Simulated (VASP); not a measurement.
# Zn8Se7S (P1) in VASP: single point with PBEsol

Aim: the single point of Zn8Se7S with PBEsol.

Program: VASP 6.6.1. These are calculated values, not measurements. Logs are shortened: lines on timing, memory, paths and dates and some standing lists are left out, and cuts for length are marked.

## 1. The cell of the first run

The typed cell holds 64 atoms: a = 11.197 Å, b = 11.197 Å, c = 11.197 Å, α = 90.00°, β = 90.00°, γ = 90.00°.

## 2. Single point, PBEsol

INCAR

```
SYSTEM = Zn8Se7S
ALGO = Normal ; EDIFF = 1E-6
ENCUT = 500 ; GGA = PS
GGA_COMPAT = .False. ; ISIF = 2
ISMEAR = -1 ; ISYM = -1
LASPH = .True. ; LCHARG = .False.
LREAL = Auto ; LWAVE = .False.
NBANDS = 326 ; NELM = 120
PREC = Accurate ; SIGMA = 0.05
```

KPOINTS

```
explicit points
1
Reciprocal
  0.25000000   0.25000000   0.25000000 1
```

POSCAR

```
Zn8Se7S
1.0
   11.1974991763      0.0000000000      0.0000000000
    0.0000000000     11.1974991763      0.0000000000
    0.0000000000      0.0000000000     11.1974991763
Zn Se S
32 28 4
Direct
    0.9989400000      0.0009850000      0.9991230000
    0.0007450000      0.0009890000      0.5010380000
    0.0008440000      0.4990260000      0.9991910000
    0.9986750000      0.4990700000      0.5011490000
    0.4950370000      0.0060160000      0.9943170000
    0.5045510000      0.0058830000      0.5058940000
    0.5046720000      0.4944420000      0.9944780000
    0.4949850000      0.4943390000      0.5060730000
    0.2556590000      0.2452670000      0.9944750000
    0.2555160000      0.2549470000      0.5059230000
    0.2509620000      0.7490630000      0.9991310000
    0.2508530000      0.7510620000      0.5010760000
    0.7440770000      0.2548080000      0.9943660000
    0.7439460000      0.2451380000      0.5060200000
    0.7489460000      0.7510450000      0.9990870000
    0.7487870000      0.7490220000      0.5010590000
    0.2510240000      0.0012540000      0.2511190000
    0.2555690000      0.0058450000      0.7548160000
    0.2510140000      0.4991940000      0.2492450000
    0.2557070000      0.4943450000      0.7453360000
    0.7489610000      0.0010910000      0.2490600000
    0.7440620000      0.0058820000      0.7452260000
    0.7489090000      0.4991070000      0.2511570000
    0.7440100000      0.4941830000      0.7550710000
    0.9999230000      0.2500730000      0.2502350000
    0.9998620000      0.2501260000      0.7502710000
    0.0000580000      0.7501030000      0.2501110000
    0.9999220000      0.7500150000      0.7499500000
    0.5000380000      0.2503190000      0.2502210000
    0.4997750000      0.2501300000      0.7502490000
    0.4999760000      0.7503020000      0.2501160000
    0.4999820000      0.7501830000      0.7502220000
    0.1262710000      0.1255290000      0.1231560000
    0.1274700000      0.1262030000      0.6262310000
    0.1250610000      0.6244530000      0.1244950000
    0.1263860000      0.6230270000      0.6255060000
    0.6232260000      0.1262650000      0.1219410000
    0.6239930000      0.6232150000      0.1232450000
    0.6232970000      0.6218080000      0.6264080000
    0.3760000000      0.3735010000      0.1219160000
    0.3753040000      0.8766210000      0.1231360000
    0.3759740000      0.8777700000      0.6262550000
    0.8728970000      0.3741060000      0.1232040000
    0.8715390000      0.3733660000      0.6263610000
    0.8743520000      0.8751730000      0.1245510000
    0.8728700000      0.8764890000      0.6255610000
    0.3760070000      0.1264200000      0.3779080000
    0.3754420000      0.6232520000      0.3766300000
    0.3760550000      0.6218640000      0.8735090000
    0.8729160000      0.1255870000      0.3766250000
    0.8716310000      0.1261640000      0.8735420000
    0.8743730000      0.6245930000      0.3752350000
    0.8730180000      0.6230730000      0.8741550000
    0.1263110000      0.3743370000      0.3766060000
    0.1277700000      0.3734710000      0.8735240000
    0.1250690000      0.8752800000      0.3752050000
    0.1263030000      0.8764510000      0.8741970000
    0.6233350000      0.3736030000      0.3781580000
    0.6240450000      0.8767030000      0.3766390000
    0.6232950000      0.8780160000      0.8735960000
    0.6212460000      0.1280230000      0.6282310000
    0.3778090000      0.3715650000      0.6281410000
    0.3776200000      0.1280080000      0.8716530000
    0.6212590000      0.3714800000      0.8718130000
```

Potentials or basis: VASP PAW PBE potentials, release 64 (Zn, Se, S).

Command:

```bash
cat potpaw_PBE.64/Zn/POTCAR potpaw_PBE.64/Se/POTCAR potpaw_PBE.64/S/POTCAR > POTCAR
mpirun -np 1 vasp_std > vasp.out
```

OUTCAR:

```text
SYSTEM = Zn8Se7S
   EDIFF = 1E-6
   ENCUT = 500
   GGA = PS
   ISIF = 2
   ISMEAR = -1
   ISYM = -1
   LASPH = .True.
   LREAL = Auto
   NELM = 120
   PREC = Accurate

 ion  position               nearest neighbor table
   1  0.999  0.001  0.999-  45 2.43  33 2.43  57 2.44  51 2.44
   2  0.001  0.001  0.501-  56 2.43  50 2.44  46 2.44  34 2.44
   3  0.001  0.499  0.999-  35 2.42  43 2.44  53 2.44  55 2.44
   4  0.999  0.499  0.501-  52 2.43  36 2.43  54 2.44  44 2.44
   5  0.495  0.006  0.994-  63 2.34  37 2.43  60 2.44  41 2.44
   6  0.505  0.006  0.506-  61 2.34  42 2.44  47 2.44  59 2.44
[... 56 lines left out ...]
  63  0.378  0.128  0.872-  18 2.33   9 2.34   5 2.34  30 2.36
  64  0.621  0.371  0.872-  13 2.34  24 2.34   7 2.34  30 2.36

IMPORTANT INFORMATION: All symmetrisations will be switched off!
NOSYMM: (Re-)initialisation of all symmetry stuff for point group C_1.

----------------------------------------------------------------------------------------

                                     Primitive cell

  volume of cell :    1403.9871

  direct lattice vectors                    reciprocal lattice vectors
    11.197499176  0.000000000  0.000000000     0.089305655  0.000000000  0.000000000
     0.000000000 11.197499176  0.000000000     0.000000000  0.089305655  0.000000000
     0.000000000  0.000000000 11.197499176     0.000000000  0.000000000  0.089305655

  length of vectors
    11.197499176 11.197499176 11.197499176     0.089305655  0.089305655  0.089305655

  position of ions in fractional coordinates (direct lattice)
     0.998940000  0.000985000  0.999123000
     0.000745000  0.000989000  0.501038000
     0.000844000  0.499026000  0.999191000
     0.998675000  0.499070000  0.501149000
     0.495037000  0.006016000  0.994317000
     0.504551000  0.005883000  0.505894000
[... 56 lines left out ...]
     0.377620000  0.128008000  0.871653000
     0.621259000  0.371480000  0.871813000

  ion indices of the primitive-cell ions
   primitive index   ion index
                 1           1
                 2           2
                 3           3
                 4           4
                 5           5
                 6           6
[... 56 lines left out ...]
                63          63
                64          64

----------------------------------------------------------------------------------------

 KPOINTS: explicit points

Read explicit list of k-points.

 Found      1 k-points:

 Following reciprocal coordinates:
            Coordinates               Weight
  0.250000  0.250000  0.250000      1.000000
   k-points           NKPTS =      1   k-points in BZ     NKDIM =      1   number of bands    NBANDS=    326
   number of dos      NEDOS =    301   number of ions     NIONS =     64
   total plane-waves  NPLWV = 592704
   dimension x,y,z NGX =    84 NGY =   84 NGZ =   84
   dimension x,y,z NGXF=   168 NGYF=  168 NGZF=  168
   ions per type =              32  28   4
   NGX,Y,Z   is equivalent  to a cutoff of  12.47, 12.47, 12.47 a.u.
   NGXF,Y,Z  is equivalent  to a cutoff of  24.94, 24.94, 24.94 a.u.
 SYSTEM =  Zn8Se7S
   PREC   = accura    normal or accurate (medium, high low for compatibility)
   ISTART =      0    job   : 0-new  1-cont  2-samecut
   ICHARG =      2    charge: 1-file 2-atom 10-const
   ISPIN  =      1    spin polarized calculation?
   LNONCOLLINEAR =      F non collinear calculations
   LSORBIT =      F    spin-orbit coupling
   LASPH  =      T    aspherical Exc in radial PAW
   ENCUT  =  500.0 eV  36.75 Ry    6.06 a.u.  20.42 20.42 20.42*2*pi/ulx,y,z
   NELM   =    120;   NELMIN=  2; NELMDL= -5     # of ELM steps
   EDIFF  = 0.1E-05   stopping-criterion for ELM
   LREAL  =      T    real-space projection
   EDIFFG = 0.1E-04   stopping-criterion for IOM
   NSW    =      0    number of steps for IOM
   IBRION =     -1    ionic relax: 0-MD 1-quasi-New 2-CG
   NFREE  =      0    steps in history (QN), initial steepest desc. (CG)
   ISIF   =      2    stress and relaxation
   ISYM   =     -1    0-nonsym 1-usesym 2-fastsym
   POTIM  = 0.5000    time-step for ionic-motion
   TEBEG  =    0.0;   TEEND  =   0.0 temperature during run
   PSTRESS=    0.0 pullay stress
   NELECT =     576.0000    total number of electrons
   NUPDOWN=      -1.0000    fix difference up-down
   EMIN   =  10.00;   EMAX   =-10.00  energy-range for DOS
   EFERMI =   0.00;   METHOD = LEGACY
   ISMEAR =    -1;   SIGMA  =   0.05  broadening in eV -4-tet -1-fermi 0-gaus
   EFERMI_NEDOS =   21; number of points for ismear=-14 and -15
   IALGO  =     38    algorithm
   IMIX   =      4    mixing-type and parameters
     AMIX     =   0.40;   BMIX     =  1.00
     AMIX_MAG =   1.60;   BMIX_MAG =  1.00
  volume/ion in A,a.u.               =      21.94       148.04
  Fermi-wavevector in a.u.,A,eV,Ry     =   1.216451  2.298759 20.133262  1.479753
  Thomas-Fermi vector in A             =   2.351804
   LORBIT       =      0    0 simple, 1 ext, 2 COOP (PROOUT), +10 PAW based schemes
   GGA     = PS    functional components
   LHFCALC =     F    Hartree Fock is set to
   AEXX    =    0.0000 exact exchange contribution
   IVDW    =     0    specifies the selected vdW correction
   LEPSILON=     F    determine dielectric tensor
   LRPA    =     F    only Hartree local field effects (RPA)
 non-spin polarized calculation
  energy-cutoff  :      500.00
  volume of cell :     1403.99
 maximum number of plane-waves:     35643
 NGX is ok and might be reduce to    84
   NGX = 41   NGY = 41   NGZ = 41

 number of electron     576.0000876 magnetization

 Free energy of the ion-electron system (eV)
  ---------------------------------------------------
  ext. energy  EPLUGINS =         0.00000000
  ---------------------------------------------------
  free energy    TOTEN  =      -219.80590388 eV

  energy without entropy =     -219.80590388  energy(sigma->0) =     -219.80590388

 E-fermi :   2.8436     XC(G=0):  -9.6545

 val. band max:        1.5841673274   @ k =   0.2500   0.2500   0.2500
 cond. band min:       4.0300693127   @ k =   0.2500   0.2500   0.2500
 fundamental gap:      2.4459019853
 Fermi energy:         2.8435555825

 k-point     1 :       0.2500    0.2500    0.2500
  band No.  band energies     occupation
      1     -11.5742      2.00000
      2     -11.3308      2.00000
      3     -11.3067      2.00000
      4     -11.3064      2.00000
      5     -11.1252      2.00000
      6     -11.1027      2.00000
[... 292 lines left out ...]
    299       5.1866      0.00000
    300       5.2426      0.00000
 [bands above 300 left out]

------------------------ aborting loop because EDIFF is reached ----------------------------------------

  FORCE on cell =-STRESS in cart. coord.  units (eV):
  Direction    XX          YY          ZZ          XY          YZ          ZX
  --------------------------------------------------------------------------------------
  -------------------------------------------------------------------------------------
  Total        1.9622773      1.9765256      1.9740786     -2.9331705     -2.9115243     -2.9104939
  in kB        2.2392772      2.2555367      2.2527444     -3.3472240     -3.3225222     -3.3213463
  external PRESSURE =       2.2491861 kB  Pullay stress =       0.0000000 kB

 VOLUME and BASIS-vectors are now :
 -----------------------------------------------------------------------------
  energy-cutoff  :      500.00
  volume of cell :     1403.99
      direct lattice vectors                 reciprocal lattice vectors
    11.197499176  0.000000000  0.000000000     0.089305655  0.000000000  0.000000000
     0.000000000 11.197499176  0.000000000     0.000000000  0.089305655  0.000000000
     0.000000000  0.000000000 11.197499176     0.000000000  0.000000000  0.089305655

 POSITION                                       TOTAL-FORCE (eV/Angst)
 -----------------------------------------------------------------------------------
     11.18563      0.01103     11.18768        -0.000106      0.003520     -0.003900
      0.00834      0.01107      5.61037         0.002594      0.003945      0.005868
      0.00945      5.58784     11.18844         0.002615     -0.002458     -0.004527
     11.18266      5.58834      5.61162         0.005514     -0.004209      0.006384
      5.54318      0.06736     11.13386        -0.008376      0.003214     -0.003321
      5.64971      0.06587      5.66475         0.005056      0.006727      0.007240
[... 56 lines left out ...]
      4.22840      1.43337      9.76033         0.005093      0.000153     -0.000441
      6.95655      4.15965      9.76213        -0.000288      0.005884     -0.007288
 -----------------------------------------------------------------------------------
    total drift:                                0.006001     -0.007734     -0.010873

  FREE ENERGIE OF THE ION-ELECTRON SYSTEM (eV)
  ---------------------------------------------------
  free  energy   TOTEN  =      -219.8059038831 eV

  energy  without entropy=     -219.8059038829  energy(sigma->0) =     -219.80590388
```

It took 15 min on 1 thread of Intel Xeon Platinum 8488C (Sapphire Rapids), shared host; peak memory 1.2 GiB.

What came out:

| Quantity | Value |
| --- | --- |
| Free energy | -219.8059 eV |
| Pressure | 0.2 GPa |
| Largest force | 0.012 eV/Å |
| Band gap on the k mesh | 2.45 eV |

Forces in eV/Å, atoms in the order of the input:
```
Zn   0.000  0.004 -0.004
Zn   0.003  0.004  0.006
Zn   0.003 -0.002 -0.005
Zn   0.006 -0.004  0.006
Zn  -0.008  0.003 -0.003
Zn   0.005  0.007  0.007
Zn   0.005 -0.009 -0.007
Zn  -0.004 -0.002  0.005
Zn   0.003 -0.006 -0.008
Zn   0.004  0.004  0.007
Zn  -0.003  0.004 -0.003
Zn   0.001 -0.001  0.004
Zn  -0.001  0.005 -0.003
Zn   0.001 -0.004  0.007
Zn   0.000  0.000 -0.003
Zn   0.001  0.003  0.007
Zn  -0.003  0.001 -0.001
Zn   0.002  0.003  0.007
Zn  -0.002 -0.002 -0.001
Zn   0.005 -0.007 -0.006
Zn  -0.001  0.005  0.003
Zn  -0.001  0.005 -0.001
Zn   0.001 -0.001  0.001
Zn  -0.002 -0.005  0.007
Zn   0.002  0.002 -0.003
Zn   0.000 -0.002 -0.003
Zn   0.001  0.002  0.000
Zn   0.002  0.002  0.004
Zn  -0.003 -0.003 -0.002
Zn  -0.001 -0.004  0.001
Zn  -0.004 -0.001  0.003
Zn  -0.001 -0.002 -0.002
Se   0.001 -0.002  0.008
Se   0.002  0.000 -0.002
Se  -0.001  0.004  0.007
Se  -0.005  0.006 -0.002
Se   0.000 -0.004  0.000
Se   0.002  0.001  0.002
Se  -0.001  0.000 -0.007
Se   0.001  0.003  0.002
Se   0.002 -0.001  0.004
Se   0.001  0.003  0.001
Se   0.002  0.002  0.004
Se  -0.001  0.004 -0.006
Se   0.003 -0.005  0.003
Se   0.000 -0.001 -0.004
Se   0.004 -0.003  0.001
Se   0.000  0.001 -0.005
Se   0.000  0.000  0.001
Se  -0.004 -0.004 -0.002
Se  -0.002 -0.003  0.001
Se  -0.001  0.001 -0.005
Se  -0.005  0.003  0.002
Se  -0.004  0.001 -0.004
Se   0.000  0.004  0.006
Se  -0.003 -0.003 -0.004
Se   0.000 -0.004  0.002
Se   0.000  0.001 -0.003
Se   0.002 -0.008 -0.006
Se   0.003 -0.001  0.001
S   -0.002 -0.002 -0.008
S   -0.005  0.003 -0.002
S    0.005  0.000  0.000
S    0.000  0.006 -0.007
```

Stress tensor (GPa, compression positive):
```
 0.22 -0.33 -0.33
-0.33  0.23 -0.33
-0.33 -0.33  0.23
```

Caveat: the PAW data sets were made with another functional, which shifts forces and pressure a little; a shifted mesh leaves out Γ, where band edges can lie. A k mesh can miss the band edges.
